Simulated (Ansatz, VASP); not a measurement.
**Rh: VASP beside Ansatz**

```
CELL_PARAMETERS angstrom
2.70855 0.00000 0.00000
-1.35427 2.34567 0.00000
0.00000 0.00000 6.63196
ATOMIC_POSITIONS crystal
Rh 0.00000 0.00000 0.00000
Rh 0.33333 0.66667 0.33333
Rh 0.66667 0.33333 0.66667
```

Alike in both runs: functional PBE; k mesh 18 × 18 × 7; occupations gaussian, width 0.1 eV; no spin polarisation.

Ansatz relaxed the structure, and its values are those at the end. VASP's run is a single point on that final structure, the one shown.

|  | VASP | Ansatz |
| --- | --- | --- |
| version | VASP 6.6.1 | Ansatz 0.2.0 |
| potentials or method | VASP PAW PBE potentials, release 64 (Rh_pv), cutoff 520 eV | scalar-relativistic, plane waves, PAW |
| valence electrons in the cell | 45 | 51 |

|  | VASP | Ansatz | Ansatz less VASP |
| --- | --- | --- | --- |
| gap on the k mesh at the Fermi level (eV) | none | none | - |
| pressure (GPa) | 0.0 | 0.0 | -0.04 |

A gap of «none» marks a metal or a gap that the smearing closes. With one functional, cell and mesh, what is left measures potentials, basis and numerics. VASP's potentials hold 45 valence electrons a cell and Ansatz's 51, so a difference there can come from the potentials and not from the codes.
